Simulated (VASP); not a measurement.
# Ga4P4H (a cell with a defect) in VASP: further runs

Runs on Ga4P4H (a cell with a defect). Level: PBE. Tasks: single point, relaxation of the atoms.

Program: VASP 6.6.1. These are calculated values, not measurements. Logs are shortened: lines on timing, memory, paths and dates and some standing lists are left out, and cuts for length are marked.

## 1. The cell of the first run

The cell holds a defect, 9 atoms: a = 5.505 Å, b = 5.505 Å, c = 5.505 Å, α = 90.00°, β = 90.00°, γ = 90.00°.

## 2. Single point, PBE (with an interstitial atom, then relaxed in part)

INCAR reads:

```
SYSTEM = Ga4P4H
ALGO = Normal
EDIFF = 1E-7
ENCUT = 520
GGA = PE
ISIF = 2
ISMEAR = 0
LASPH = .TRUE.
LCHARG = .FALSE.
LREAL = .FALSE.
LWAVE = .FALSE.
NBANDS = 46
NELECT = 72.0
NELM = 80
PREC = Accurate
SIGMA = 0.01
```

KPOINTS reads:

```
k-points
0
G
  3 3 3
  0 0 0
```

POSCAR reads:

```
Ga4P4H
1.0
    0.0000000000     -5.5051169748      0.0000000000
    0.0000000000      0.0000000000      5.5051169748
   -5.5051169748      0.0000000000      0.0000000000
Ga P H
4 4 1
Direct
    0.0000000000      0.5000000000      0.5000000000
    0.5000000000      0.5000000000      1.0000000000
    0.0000000000      0.0000000000      0.0000000000
    0.5000000000      0.0000000000      0.5000000000
    0.2539097874      0.2539097874      0.2539097874
    0.7460902126      0.2539097874      0.7460902126
    0.2539097874      0.7460902126      0.7460902126
    0.7460902126      0.7460902126      0.2539097874
    0.5000000000      0.5000000000      0.5000000000
```

Potentials or basis: VASP PAW PBE potentials, release 64 (Ga_d, P, H).

Run with:

```
cat potpaw_PBE.64/Ga_d/POTCAR potpaw_PBE.64/P/POTCAR potpaw_PBE.64/H/POTCAR > POTCAR
mpirun -np 1 vasp_std > vasp.out
```

OUTCAR:

```text
SYSTEM = Ga4P4H
   EDIFF = 1E-7
   ENCUT = 520
   GGA = PE
   ISIF = 2
   ISMEAR = 0
   LASPH = .TRUE.
   LREAL = .FALSE.
   NELECT = 72.0
   NELM = 80
   PREC = Accurate

 ion  position               nearest neighbor table
   1  0.000  0.500  0.500-   5 2.37   6 2.37   7 2.37   8 2.37
   2  0.500  0.500  0.000-   5 2.37   6 2.37   7 2.37   8 2.37
   3  0.000  0.000  0.000-   5 2.42   6 2.42   7 2.42   8 2.42
   4  0.500  0.000  0.500-   5 2.37   6 2.37   7 2.37   8 2.37
   5  0.254  0.254  0.254-   1 2.37   2 2.37   4 2.37   3 2.42
   6  0.746  0.254  0.746-   1 2.37   2 2.37   4 2.37   3 2.42
   7  0.254  0.746  0.746-   1 2.37   2 2.37   4 2.37   3 2.42
   8  0.746  0.746  0.254-   1 2.37   2 2.37   4 2.37   3 2.42
   9  0.500  0.500  0.500-

  LATTYP: Found a simple cubic cell.
 ALAT       =     5.5051169748

  Lattice vectors:

 A1 = (   0.0000000000,  -5.5051169748,   0.0000000000)
 A2 = (   0.0000000000,   0.0000000000,   5.5051169748)
 A3 = (  -5.5051169748,   0.0000000000,   0.0000000000)

Analysis of symmetry for initial positions (statically):
=====================================================================
 Subroutine PRICEL returns:
 Original cell was already a primitive cell.

 Routine SETGRP: Setting up the symmetry group for a
 simple cubic supercell.

 Subroutine GETGRP returns: Found 24 space group operations
 (whereof 24 operations were pure point group operations)
 out of a pool of 48 trial point group operations.

The static configuration has the point symmetry T_d .

Analysis of symmetry for dynamics (positions and initial velocities):
=====================================================================
 Subroutine PRICEL returns:
 Original cell was already a primitive cell.

 Routine SETGRP: Setting up the symmetry group for a
 simple cubic supercell.

 Subroutine GETGRP returns: Found 24 space group operations
 (whereof 24 operations were pure point group operations)
 out of a pool of 48 trial point group operations.

The dynamic configuration has the point symmetry T_d .

 Subroutine INISYM returns: Found 24 space group operations
 (whereof 24 operations are pure point group operations),
 and found     1 'primitive' translations

----------------------------------------------------------------------------------------

                                     Primitive cell

  volume of cell :     166.8398

  direct lattice vectors                    reciprocal lattice vectors
     0.000000000 -5.505116975  0.000000000     0.000000000 -0.181649183  0.000000000
     0.000000000  0.000000000  5.505116975     0.000000000  0.000000000  0.181649183
    -5.505116975  0.000000000  0.000000000    -0.181649183  0.000000000  0.000000000

  length of vectors
     5.505116975  5.505116975  5.505116975     0.181649183  0.181649183  0.181649183

  position of ions in fractional coordinates (direct lattice)
     0.000000000  0.500000000  0.500000000
     0.500000000  0.500000000  0.000000000
     0.000000000  0.000000000  0.000000000
     0.500000000  0.000000000  0.500000000
     0.253909787  0.253909787  0.253909787
     0.746090213  0.253909787  0.746090213
     0.253909787  0.746090213  0.746090213
     0.746090213  0.746090213  0.253909787
     0.500000000  0.500000000  0.500000000

  ion indices of the primitive-cell ions
   primitive index   ion index
                 1           1
                 2           2
                 3           3
                 4           4
                 5           5
                 6           6
                 7           7
                 8           8
                 9           9

----------------------------------------------------------------------------------------

 KPOINTS: k-points

Automatic generation of k-mesh.
 Grid dimensions read from file:
 generate k-points for:    3    3    3

 Generating k-lattice:

  Cartesian coordinates                     Fractional coordinates (reciprocal lattice)
     0.000000000 -0.060549728  0.000000000     0.333333333  0.000000000  0.000000000
     0.000000000  0.000000000  0.060549728     0.000000000  0.333333333  0.000000000
    -0.060549728  0.000000000  0.000000000     0.000000000  0.000000000  0.333333333

  Length of vectors
     0.060549728  0.060549728  0.060549728

  Shift w.r.t. Gamma in fractional coordinates (k-lattice)
     0.000000000  0.000000000  0.000000000

 Subroutine IBZKPT returns following result:
 ===========================================

 Found      4 irreducible k-points:

 Following reciprocal coordinates:
            Coordinates               Weight
  0.000000  0.000000  0.000000      1.000000
  0.333333  0.000000  0.000000      6.000000
  0.333333  0.333333  0.000000     12.000000
  0.333333  0.333333  0.333333      8.000000
   k-points           NKPTS =      4   k-points in BZ     NKDIM =      4   number of bands    NBANDS=     46
   number of dos      NEDOS =    301   number of ions     NIONS =      9
   total plane-waves  NPLWV =  74088
   dimension x,y,z NGX =    42 NGY =   42 NGZ =   42
   dimension x,y,z NGXF=    84 NGYF=   84 NGZF=   84
   ions per type =               4   4   1
   NGX,Y,Z   is equivalent  to a cutoff of  12.68, 12.68, 12.68 a.u.
   NGXF,Y,Z  is equivalent  to a cutoff of  25.37, 25.37, 25.37 a.u.
 SYSTEM =  Ga4P4H
   PREC   = accura    normal or accurate (medium, high low for compatibility)
   ISTART =      0    job   : 0-new  1-cont  2-samecut
   ICHARG =      2    charge: 1-file 2-atom 10-const
   ISPIN  =      1    spin polarized calculation?
   LNONCOLLINEAR =      F non collinear calculations
   LSORBIT =      F    spin-orbit coupling
   LASPH  =      T    aspherical Exc in radial PAW
   ENCUT  =  520.0 eV  38.22 Ry    6.18 a.u.  10.24 10.24 10.24*2*pi/ulx,y,z
   NELM   =     80;   NELMIN=  2; NELMDL= -5     # of ELM steps
   EDIFF  = 0.1E-06   stopping-criterion for ELM
   LREAL  =      F    real-space projection
   EDIFFG = 0.1E-05   stopping-criterion for IOM
   NSW    =      0    number of steps for IOM
   IBRION =     -1    ionic relax: 0-MD 1-quasi-New 2-CG
   NFREE  =      0    steps in history (QN), initial steepest desc. (CG)
   ISIF   =      2    stress and relaxation
   ISYM   =      2    0-nonsym 1-usesym 2-fastsym
   POTIM  = 0.5000    time-step for ionic-motion
   TEBEG  =    0.0;   TEEND  =   0.0 temperature during run
   PSTRESS=    0.0 pullay stress
   NELECT =      72.0000    total number of electrons
   NUPDOWN=      -1.0000    fix difference up-down
   EMIN   =  10.00;   EMAX   =-10.00  energy-range for DOS
   EFERMI =   0.00;   METHOD = LEGACY
   ISMEAR =     0;   SIGMA  =   0.01  broadening in eV -4-tet -1-fermi 0-gaus
   EFERMI_NEDOS =   21; number of points for ismear=-14 and -15
   IALGO  =     38    algorithm
   IMIX   =      4    mixing-type and parameters
     AMIX     =   0.40;   BMIX     =  1.00
     AMIX_MAG =   1.60;   BMIX_MAG =  1.00
  volume/ion in A,a.u.               =      18.54       125.10
  Fermi-wavevector in a.u.,A,eV,Ry     =   1.237141  2.337857 20.823951  1.530517
  Thomas-Fermi vector in A             =   2.371720
   LORBIT       =      0    0 simple, 1 ext, 2 COOP (PROOUT), +10 PAW based schemes
   GGA     = PE    functional components
   LHFCALC =     F    Hartree Fock is set to
   AEXX    =    0.0000 exact exchange contribution
   IVDW    =     0    specifies the selected vdW correction
   LEPSILON=     F    determine dielectric tensor
   LRPA    =     F    only Hartree local field effects (RPA)
 non-spin polarized calculation
 Gauss-broadening in eV      SIGMA  =   0.01
  energy-cutoff  :      520.00
  volume of cell :      166.84
 maximum number of plane-waves:      4500
 NGX is ok and might be reduce to    42
   NGX = 21   NGY = 21   NGZ = 21

 number of electron      71.9999957 magnetization

 Free energy of the ion-electron system (eV)
  ---------------------------------------------------
  ext. energy  EPLUGINS =         0.00000000
  ---------------------------------------------------
  free energy    TOTEN  =       -42.05681959 eV

  energy without entropy =      -42.05567691  energy(sigma->0) =      -42.05624825

 E-fermi :   3.9797     XC(G=0):  -9.7231

 val. band max:        3.9181741956   @ k =   0.3333   0.3333   0.0000
 cond. band min:       3.9827233985   @ k =   0.3333   0.0000   0.0000
 fundamental gap:      0.0645492029
 Fermi energy:         3.9796776966

 k-point     1 :       0.0000    0.0000    0.0000
  band No.  band energies     occupation
      1     -10.1955      2.00000
      2     -10.1955      2.00000
      3     -10.1955      2.00000
      4     -10.0896      2.00000
      5     -10.0896      2.00000
      6     -10.0625      2.00000
[... 38 lines left out ...]
     45       8.3181      0.00000
     46       8.3181      0.00000

 k-point     2 :       0.3333    0.0000    0.0000
  band No.  band energies     occupation
      1     -10.1883      2.00000
      2     -10.1883      2.00000
      3     -10.1865      2.00000
      4     -10.0885      2.00000
      5     -10.0879      2.00000
      6     -10.0740      2.00000
[... 38 lines left out ...]
     45       9.6620      0.00000
     46       9.7805      0.00000

 k-point     3 :       0.3333    0.3333    0.0000
  band No.  band energies     occupation
      1     -10.1850      2.00000
      2     -10.1844      2.00000
      3     -10.1820      2.00000
      4     -10.0897      2.00000
      5     -10.0864      2.00000
      6     -10.0781      2.00000
[... 38 lines left out ...]
     45       9.3896      0.00000
     46       9.7577      0.00000

 k-point     4 :       0.3333    0.3333    0.3333
  band No.  band energies     occupation
      1     -10.1849      2.00000
      2     -10.1849      2.00000
      3     -10.1817      2.00000
      4     -10.0881      2.00000
      5     -10.0881      2.00000
      6     -10.0793      2.00000
[... 38 lines left out ...]
     45       9.2631      0.00000
     46       9.9791      0.00000

------------------------ aborting loop because EDIFF is reached ----------------------------------------

  FORCE on cell =-STRESS in cart. coord.  units (eV):
  Direction    XX          YY          ZZ          XY          YZ          ZX
  --------------------------------------------------------------------------------------
  -------------------------------------------------------------------------------------
  Total       -8.6803501     -8.6803501     -8.6803501     -0.0000000      0.0000000      0.0000000
  in kB      -83.3581692    -83.3581692    -83.3581692     -0.0000000      0.0000000      0.0000000
  external PRESSURE =     -83.3581692 kB  Pullay stress =       0.0000000 kB

 VOLUME and BASIS-vectors are now :
 -----------------------------------------------------------------------------
  energy-cutoff  :      520.00
  volume of cell :      166.84
      direct lattice vectors                 reciprocal lattice vectors
     0.000000000 -5.505116975  0.000000000     0.000000000 -0.181649183  0.000000000
     0.000000000  0.000000000  5.505116975     0.000000000  0.000000000  0.181649183
    -5.505116975  0.000000000  0.000000000    -0.181649183  0.000000000  0.000000000

 POSITION                                       TOTAL-FORCE (eV/Angst)
 -----------------------------------------------------------------------------------
     -2.75256      0.00000      2.75256        -0.000000      0.000000     -0.000000
      0.00000     -2.75256      2.75256        -0.000000      0.000000     -0.000000
      0.00000      0.00000      0.00000        -0.000000      0.000000     -0.000000
     -2.75256     -2.75256      0.00000        -0.000000      0.000000     -0.000000
     -1.39780     -1.39780      1.39780        -0.001023     -0.001023      0.001023
     -4.10731     -4.10731      1.39780         0.001023      0.001023      0.001023
     -4.10731     -1.39780      4.10731         0.001023     -0.001023     -0.001023
     -1.39780     -4.10731      4.10731        -0.001023      0.001023     -0.001023
     -2.75256     -2.75256      2.75256        -0.000000      0.000000     -0.000000
 -----------------------------------------------------------------------------------
    total drift:                                0.000000      0.000000     -0.000000

  FREE ENERGIE OF THE ION-ELECTRON SYSTEM (eV)
  ---------------------------------------------------
  free  energy   TOTEN  =       -42.0568195921 eV

  energy  without entropy=      -42.0556769082  energy(sigma->0) =      -42.05624825
```

Run time: 30 s. Hardware: 1 thread of Intel Xeon Platinum 8488C (Sapphire Rapids), shared host; peak memory 0.25 GiB.

What came out:

* Free energy: -42.0568 eV

Caveat: the k points lie up to 0.38 Å⁻¹ apart; the cell carries a net charge on a neutralising background, which shifts energy and pressure; the cell differs from its parent crystal (with an interstitial atom, then relaxed in part); the cell is charged against a uniform background, so pressure and absolute levels hang on convention.

## 3. Single point, PBE (with an interstitial atom, then relaxed in part)

INCAR reads:

```
  PREC = Accurate
  ENCUT = 520
  EDIFF = 1E-7
  ISMEAR = 0
  SIGMA = 0.01
  LREAL = F
  LASPH = T
  NELM = 100
  ALGO = Normal
  ISIF = 2
  LWAVE = F
  LCHARG = T
  GGA = PE
  LELF = T
  LVHAR = T
  NELECT = 74.0
  NBANDS = 46
```

KPOINTS reads:

```
Automatic mesh
0
Gamma
  3 3 3
```

POSCAR reads:

```
Ga4P4H
1.0
    0.0000000000     -5.5051169748      0.0000000000
    0.0000000000      0.0000000000      5.5051169748
   -5.5051169748      0.0000000000      0.0000000000
Ga P H
4 4 1
Direct
    0.0000000000      0.5000000000      0.5000000000
    0.5000000000      0.5000000000      1.0000000000
    0.0000000000      0.0000000000      0.0000000000
    0.5000000000      0.0000000000      0.5000000000
    0.2537006166      0.2537006166      0.2537006166
    0.7462993834      0.2537006166      0.7462993834
    0.2537006166      0.7462993834      0.7462993834
    0.7462993834      0.7462993834      0.2537006166
    0.5000000000      0.5000000000      0.5000000000
```

Potentials or basis: VASP PAW PBE potentials, release 64 (Ga_d, P, H).

Run with:

```
cat potpaw_PBE.64/Ga_d/POTCAR potpaw_PBE.64/P/POTCAR potpaw_PBE.64/H/POTCAR > POTCAR
mpirun -np 1 vasp_std > vasp.out
```

Run time: 32 s. Hardware: 1 thread of Intel Xeon Platinum 8488C (Sapphire Rapids), shared host; peak memory 0.26 GiB.

It converged, with:

```
Free energy   : -32.4093 eV
Largest force : 0.005 eV/Å
```

Forces on the atoms (eV/Å):
```
Ga   0.000  0.000  0.000
Ga   0.000  0.000  0.000
Ga   0.000  0.000  0.000
Ga   0.000  0.000  0.000
P   -0.003 -0.003  0.003
P    0.003  0.003  0.003
P    0.003 -0.003 -0.003
P   -0.003  0.003 -0.003
H    0.000  0.000  0.000
```

Levels at points of the mesh, in eV from the Fermi level:
```tsv
k point	band 33	band 34	band 35	band 36	band 37	band 38	band 39	band 40	band 41	band 42
(0.00, 0.00, 0.00)	-3.85	-2.41	-1.25	-1.25	-1.25	0.30	0.33	0.33	0.33	0.58
```

Caveat: the cell carries a net charge on a neutralising background, which shifts energy and pressure; the cell differs from its parent crystal (with an interstitial atom, then relaxed in part); the cell is charged against a uniform background, so pressure and absolute levels hang on convention.

(Part 1 of 3 ends here.)
